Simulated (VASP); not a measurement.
# Rb (Im-3m) in VASP: notebook, part 2 of 2

VASP 6.6.1. The steps go on from the part before.

### 5 Single point, LDA (volume scaled by 0.78)

Contents of INCAR:

```
SYSTEM = Rb
ALGO = Normal
EDIFF = 1E-6
ENCUT = 520
ISIF = 2
ISMEAR = -1
LASPH = .True.
LCHARG = .True.
LELF = .True.
LREAL = .False.
LVHAR = .True.
LWAVE = .False.
NBANDS = 10
NELM = 60
PREC = Accurate
SIGMA = 0.05
```

Contents of KPOINTS:

```
k-points
0
Gamma
  11 11 11
  0 0 0
```

Contents of POSCAR:

```
Rb
1.0
   -2.4724792210      2.4724792210      2.4724792210
    2.4724792210     -2.4724792210      2.4724792210
    2.4724792210      2.4724792210     -2.4724792210
Rb
1
Direct
    0.0000000000      0.0000000000      0.0000000000
```

Potentials or basis: VASP PAW LDA potentials, release 64 (Rb_sv).

On the command line:

```bash
$ cat potpaw_LDA.64/Rb_sv/POTCAR > POTCAR
$ mpirun -np 1 vasp_std > vasp.out
```

OUTCAR:

```text
SYSTEM = Rb
   EDIFF = 1E-6
   ENCUT = 520
   ISIF = 2
   ISMEAR = -1
   LASPH = .True.
   LREAL = .False.
   NELM = 60
   PREC = Accurate

 ion  position               nearest neighbor table
   1  0.000  0.000  0.000-

  LATTYP: Found a body centered cubic cell.
 ALAT       =     4.9449584420

  Lattice vectors:

 A1 = (  -2.4724792210,   2.4724792210,   2.4724792210)
 A2 = (   2.4724792210,  -2.4724792210,   2.4724792210)
 A3 = (   2.4724792210,   2.4724792210,  -2.4724792210)

Analysis of symmetry for initial positions (statically):
=====================================================================
 Subroutine PRICEL returns:
 Original cell was already a primitive cell.

 Routine SETGRP: Setting up the symmetry group for a
 body centered cubic supercell.

 Subroutine GETGRP returns: Found 48 space group operations
 (whereof 48 operations were pure point group operations)
 out of a pool of 48 trial point group operations.

The static configuration has the point symmetry O_h .

Analysis of symmetry for dynamics (positions and initial velocities):
=====================================================================
 Subroutine PRICEL returns:
 Original cell was already a primitive cell.

 Routine SETGRP: Setting up the symmetry group for a
 body centered cubic supercell.

 Subroutine GETGRP returns: Found 48 space group operations
 (whereof 48 operations were pure point group operations)
 out of a pool of 48 trial point group operations.

The dynamic configuration has the point symmetry O_h .

 Subroutine INISYM returns: Found 48 space group operations
 (whereof 48 operations are pure point group operations),
 and found     1 'primitive' translations

----------------------------------------------------------------------------------------

                                     Primitive cell

  volume of cell :      60.4586

  direct lattice vectors                    reciprocal lattice vectors
[... 103 lines left out ...]
   IMIX   =      4    mixing-type and parameters
     AMIX     =   0.40;   BMIX     =  1.00
     AMIX_MAG =   1.60;   BMIX_MAG =  1.00
  volume/ion in A,a.u.               =      60.46       407.99
  Fermi-wavevector in a.u.,A,eV,Ry     =   0.867634  1.639590 10.242303  0.752788
  Thomas-Fermi vector in A             =   1.986196
   LORBIT       =      0    0 simple, 1 ext, 2 COOP (PROOUT), +10 PAW based schemes
   GGA     = CA    functional components
   LHFCALC =     F    Hartree Fock is set to
   AEXX    =    0.0000 exact exchange contribution
   IVDW    =     0    specifies the selected vdW correction
   LEPSILON=     F    determine dielectric tensor
   LRPA    =     F    only Hartree local field effects (RPA)
 non-spin polarized calculation
  energy-cutoff  :      520.00
  volume of cell :       60.46
 maximum number of plane-waves:      1646
   NGX = 15   NGY = 15   NGZ = 15

 number of electron       9.0000000 magnetization

 Free energy of the ion-electron system (eV)
  ---------------------------------------------------
  ext. energy  EPLUGINS =         0.00000000
  ---------------------------------------------------
  free energy    TOTEN  =        -1.00386883 eV

  energy without entropy =       -0.99727361  energy(sigma->0) =       -1.00057122

 E-fermi :   0.8999     XC(G=0):  -6.8293

 val. band max:        0.8887670464   @ k =  -0.3636   0.4545   0.0909
 cond. band min:       0.9418568597   @ k =  -0.4545   0.4545   0.0909
 fundamental gap:      0.0530898132
 Fermi energy:         0.8999021592

 k-point     1 :       0.0000    0.0000    0.0000
  band No.  band energies     occupation
      1     -27.7864      2.00000
      2     -11.7892      2.00000
      3     -11.7892      2.00000
      4     -11.7892      2.00000
      5      -1.6777      2.00000
      6       4.7921      0.00000
      7       4.7921      0.00000
      8       4.7921      0.00000
      9       6.1283      0.00000
     10       6.1283      0.00000
[... 287 lines left out ...]
 k-point    24 :       0.3636    0.1818    0.0909
  band No.  band energies     occupation
      1     -27.7565      2.00000
      2     -12.0951      2.00000
      3     -11.9550      2.00000
      4     -11.8494      2.00000
      5       1.5956      0.00000
      6       2.1921      0.00000
      7       2.7975      0.00000
      8       5.8190      0.00000
      9       6.8845      0.00000
     10       6.9777      0.00000

 [... further k-points ...]
[... 5 lines left out ...]
  --------------------------------------------------------------------------------------
  -------------------------------------------------------------------------------------
  Total        0.5280705      0.5280705      0.5280705     -0.0000000     -0.0000000      0.0000000
  in kB       13.9940868     13.9940868     13.9940868     -0.0000000     -0.0000000      0.0000000
  external PRESSURE =      13.9940868 kB  Pullay stress =       0.0000000 kB

 VOLUME and BASIS-vectors are now :
 -----------------------------------------------------------------------------
  energy-cutoff  :      520.00
  volume of cell :       60.46
      direct lattice vectors                 reciprocal lattice vectors
    -2.472479221  2.472479221  2.472479221     0.000000000  0.202226169  0.202226169
     2.472479221 -2.472479221  2.472479221     0.202226169  0.000000000  0.202226169
     2.472479221  2.472479221 -2.472479221     0.202226169  0.202226169  0.000000000

 POSITION                                       TOTAL-FORCE (eV/Angst)
 -----------------------------------------------------------------------------------
      0.00000      0.00000      0.00000         0.000000     -0.000000      0.000000
 -----------------------------------------------------------------------------------
    total drift:                                0.000000      0.000000     -0.000000

  FREE ENERGIE OF THE ION-ELECTRON SYSTEM (eV)
  ---------------------------------------------------
  free  energy   TOTEN  =        -1.0038688312 eV

  energy  without entropy=       -0.9972736074  energy(sigma->0) =       -1.00057122
```

stdout:

```text
POSCAR found type information on POSCAR Rb
 POSCAR found :  1 types and       1 ions
 scaLAPACK will be used
 LDA part: xc-table for (Slater(with rela. corr.)+CA(PZ))
 , standard interpolation
 POSCAR, INCAR and KPOINTS ok, starting setup
 FFT: planning ... GRIDC
 FFT: planning ... GRID_SOFT
 FFT: planning ... GRID
 WAVECAR not read
 entering main loop
```

It took 7.5 s on 1 thread of Intel Xeon 6975P-C (Granite Rapids), shared host; peak memory 0.16 GiB.

What came out:

```yaml
Free_energy: -1.0039 eV
Pressure: 1.4 GPa
```

### 6 Single point, LDA (volume scaled by 0.78)

Contents of INCAR:

```
  ALGO = Normal
  EDIFF = 1E-6
  ENCUT = 520
  ISIF = 2
  ISMEAR = -1
  LASPH = True
  LCHARG = False
  LREAL = False
  LWAVE = False
  NBANDS = 10
  NELM = 60
  PREC = Accurate
  SIGMA = 0.05
```

Contents of KPOINTS:

```
k-points
0
Gamma
  11 11 11
```

POSCAR is that of step 5.

Potentials or basis: VASP PAW LDA potentials, release 64 (Rb_sv).

On the command line:

```bash
$ cat potpaw_LDA.64/Rb_sv/POTCAR > POTCAR
$ mpirun -np 1 vasp_std > vasp.out
```

Run time: 6.7 s. Hardware: 1 thread of Intel Xeon 6975P-C (Granite Rapids), shared host; peak memory 0.16 GiB.

It converged, with:

```yaml
Free_energy: -1.0039 eV
Pressure: 1.4 GPa
```

Levels at points of the mesh, in eV from the Fermi level:
```
           k point  band 3  band 4  band 5  band 6  band 7  band 8
(0.00, 0.00, 0.00)  -12.69  -12.69   -2.58    3.89    3.89    3.89
```

### 7 The runs side by side

```csv
cell,gap on the mesh (eV),pressure (GPa)
"a = 3.880 Å, angles 109.5°, 1 atom",none,5.1
"a = 4.091 Å, angles 109.5°, 1 atom",none,2.8
"a = 4.282 Å, angles 109.5°, 1 atom",none,1.4
```

Alike in all rows: task single point; level LDA; potentials or basis VASP PAW LDA potentials, release 64 (Rb_sv); no spin polarisation; k mesh 11 × 11 × 11; cutoff (eV) 520; smearing fermi-dirac 0.05 eV.

Absolute energies hang on the potentials; compare differences alone.
